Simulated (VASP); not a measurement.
# O in VASP: notebook, part 2 of 2

VASP 6.6.1.

### 5 Single point, PBE, collinear spin, ferromagnetic start

INCAR reads:

```
SYSTEM = O
PREC = Accurate
ENCUT = 520
EDIFF = 1E-6
ISMEAR = -1
SIGMA = 0.02
LREAL = .FALSE.
LASPH = .TRUE.
NELM = 150
ALGO = Normal
ISIF = 2
LWAVE = .FALSE.
LCHARG = .FALSE.
ISPIN = 2
MAGMOM = 0.56 0.56 0.56 0.56 0.56 0.56 0.56 0.56 0.56 0.56 0.56 0.56
LORBIT = 11
GGA = PE
NBANDS = 52
```

KPOINTS reads:

```
regular mesh
0
G
  1 1 1
  0 0 0
```

POSCAR reads:

```
O
1.0
    7.1569970000      0.0000000000      0.0000000000
    0.0000000000      7.1569970000      0.0000000000
    0.0000000000      0.0000000000      7.1569970000
O
12
Direct
    0.1232779614      0.6858183677      0.5635184701
    0.1167808230      0.8219508825      0.4519493301
    0.7467098282      0.0121419640      0.6153418815
    0.7665226072      0.1304178275      0.4994552883
    0.2530390889      0.5010900522      0.0321783005
    0.0887942247      0.5351965356      0.0705603202
    0.5835967236      0.5031719309      0.8421688594
    0.5202461312      0.5721813213      0.6962417338
    0.1277351381      0.1820316538      0.7406737770
    0.2864749000      0.1090122016      0.7295797385
    0.7502308580      0.8747942747      0.1183876422
    0.7212661959      0.9114297519     -0.0475758199
```

On the command line:

```sh
$ cat potpaw_PBE.64/O/POTCAR > POTCAR
$ mpirun -np 1 vasp_gam > vasp.out
```

It took 71 s on 1 thread of Intel Xeon Platinum 8259CL at 2.50GHz (Skylake/Cascade Lake), shared host; peak memory 0.47 GiB.

Results (log left out):

```
Free energy                                           : -59.1709 eV
Pressure                                              : 0.1 GPa
Largest force                                         : 3.378 eV/Å
Band gap on the k mesh                                : 1.55 eV
Net moment                                            : 12.00 μB per cell
Site moments                                          : O +0.82, +0.81, +0.80 μB
Valence electrons inside the program's atomic spheres : O 4.85, 4.95, 4.89, 4.88, 4.86
```

Forces on the atoms (eV/Å):
```
O   -0.092  1.386 -1.152
O    0.070 -1.430  1.107
O   -0.416 -2.297  1.999
O    0.365  2.412 -2.337
O    0.011 -0.018  0.060
O   -0.153  0.026  0.036
O   -0.075  0.209 -0.563
O    0.245 -0.245  0.474
O    1.245 -0.541 -0.070
O   -1.186  0.574  0.106
O   -0.007 -0.019  0.009
O   -0.008 -0.055  0.331
```

Stress tensor (GPa, compression positive):
```
-0.45  0.51 -0.30
 0.51  0.08 -0.32
-0.30 -0.32  0.53
```

Levels at points of the mesh, in eV from the valence-band top:
Spin up:
| k point | band 38 | band 39 | band 40 | band 41 | band 42 | band 43 | band 44 | band 45 | band 46 | band 47 |
| --- | --- | --- | --- | --- | --- | --- | --- | --- | --- | --- |
| (0.00, 0.00, 0.00) | -0.40 | -0.39 | -0.38 | -0.05 | 0.00 | 5.53 | 7.15 | 7.36 | 7.59 | 7.84 |
Spin down:
| k point | band 28 | band 29 | band 30 | band 31 | band 32 | band 33 |
| --- | --- | --- | --- | --- | --- | --- |
| (0.00, 0.00, 0.00) | -4.62 | -4.57 | -4.44 | 1.55 | 1.61 | 1.63 |

Caveat: the k points lie up to 0.88 Å⁻¹ apart; the standard files for N, O and F lose accuracy on very short bonds.

### 6 Relaxation of the atoms, PBE, collinear spin, ferromagnetic start

INCAR reads:

```
SYSTEM = O
ALGO     = Normal         ! electronic algorithm
EDIFF    = 1E-7           ! SCF threshold, eV
EDIFFG   = -0.3           ! ionic threshold
ENCUT    = 520            ! plane-wave cutoff, eV
GGA      = PE             ! functional
IBRION   = 2              ! ionic algorithm
ISIF     = 2              ! what is computed and relaxed
ISMEAR   = -1             ! smearing method
ISPIN    = 2              ! spin polarisation
LASPH    = .True.         ! aspherical terms in the spheres
LCHARG   = .False.        ! write CHGCAR
LORBIT   = 11             ! projections on sites
LREAL    = .False.        ! projectors in reciprocal space
LWAVE    = .False.        ! write WAVECAR
MAGMOM   = 1 1 1 1 1 1 1 1 1 1 1 1 ! initial moments
NELM     = 150            ! most SCF steps
NSW      = 35             ! ionic steps
PREC     = Accurate       ! precision mode
SIGMA    = 0.02           ! smearing width, eV
```

KPOINTS reads:

```
k-points
0
Gamma
  1 1 1
  0 0 0
```

POSCAR reads:

```
O
1.0
    7.1569970000      0.0000000000      0.0000000000
    0.0000000000      7.1569970000      0.0000000000
    0.0000000000      0.0000000000      7.1569970000
O
12
Direct
   -0.0339610000      0.7163448000      0.4782870000
    0.1027994000      0.8046769000      0.4166340000
    0.7463921000      0.0150917000      0.4250930000
    0.8391820000      0.1558869000      0.4683803000
    0.2377993000      0.6448678000      0.1256455000
    0.1854111000      0.7249979000     -0.0197563000
    0.5359366000      0.6177853000      0.8078700000
    0.4823918000      0.5144002000      0.6784423000
    0.3314428000      0.1969580000      0.6444589000
    0.2761403000      0.1356428000      0.7977205000
    0.8406248000      0.8176093000      0.0974196000
    0.8351487000      0.8520441000     -0.0731421000
```

Potentials or basis: VASP PAW PBE potentials, release 64 (O).

On the command line:

```sh
$ cat potpaw_PBE.64/O/POTCAR > POTCAR
$ mpirun -np 1 vasp_gam > vasp.out
```

Run time: 5.8 min. Hardware: 1 thread of Intel Xeon Platinum 8259CL at 2.50GHz (Skylake/Cascade Lake), shared host; peak memory 0.48 GiB.

The run converged. Its results:

* Free energy: -59.0921 eV
* Energy gained by relaxing: 12.8 meV/atom
* Ionic steps: 6
* Pressure after relaxing: 0.4 GPa
* Largest force after relaxing: 0.292 eV/Å
* Band gap on the k mesh: 1.69 eV
* Net moment: 12.00 μB per cell
* Site moments: O +0.81, +0.82 μB
* Valence electrons inside the program's atomic spheres: O 4.89

Forces on the atoms (eV/Å):
```
O    0.138 -0.132  0.049
O   -0.049  0.026  0.239
O   -0.140  0.177  0.053
O   -0.024  0.068  0.020
O    0.133 -0.154 -0.103
O    0.123 -0.030 -0.029
O    0.058 -0.029 -0.073
O    0.081  0.168 -0.005
O   -0.134 -0.258  0.029
O    0.018  0.030 -0.073
O   -0.142 -0.014  0.000
O   -0.062  0.148 -0.107
```

Stress tensor (GPa, compression positive):
```
 0.55 -0.16 -0.04
-0.16  0.47  0.21
-0.04  0.21  0.31
```

Step by step:
| step | energy change (eV) | largest force (eV/Å) | pressure (GPa) |
| --- | --- | --- | --- |
| 1 | 0.0000 | 1.1073 | -0.35 |
| 2 | 1.5108 | 8.1710 | 8.11 |
| 3 | -0.0453 | 0.3683 | 0.75 |
| 4 | -0.0453 | 0.3673 | 0.73 |
| 5 | -0.0763 | 0.3365 | 0.66 |
| 6 | -0.1536 | 0.2921 | 0.44 |

Final structure:
```
O
1.0
     7.15700    0.00000    0.00000
     0.00000    7.15700    0.00000
     0.00000    0.00000    7.15700
O
12
Direct
  0.96976 0.71096 0.48046
  0.10165 0.80711 0.42513
  0.74179 0.02132 0.42654
  0.83841 0.15752 0.46892
  0.24266 0.63978 0.12040
  0.19050 0.72348 0.97929
  0.53810 0.61885 0.80789
  0.48496 0.51989 0.67725
  0.32754 0.18849 0.64241
  0.27579 0.13553 0.79819
  0.83565 0.81804 0.09426
  0.83249 0.85532 0.92633
```

Levels at points of the mesh, in eV from the valence-band top:
Spin up:
```csv
k point,band 39,band 40,band 41,band 42,band 43,band 44,band 45,band 46
"(0.00, 0.00, 0.00)",-0.17,-0.13,-0.02,0.00,5.70,7.37,7.43,7.83
```
Spin down:
```
           k point  band 26  band 27  band 28  band 29  band 30  band 31  band 32  band 33  band 34  band 35
(0.00, 0.00, 0.00)    -4.64    -4.55    -4.49    -4.38    -4.19     1.69     1.75     1.80     1.87     1.91
```

Caveat: the k points lie up to 0.88 Å⁻¹ apart; the standard files for N, O and F lose accuracy on very short bonds; the relaxation stopped at a loose force limit of 0.3 eV/Å, so its end isn't a converged minimum.
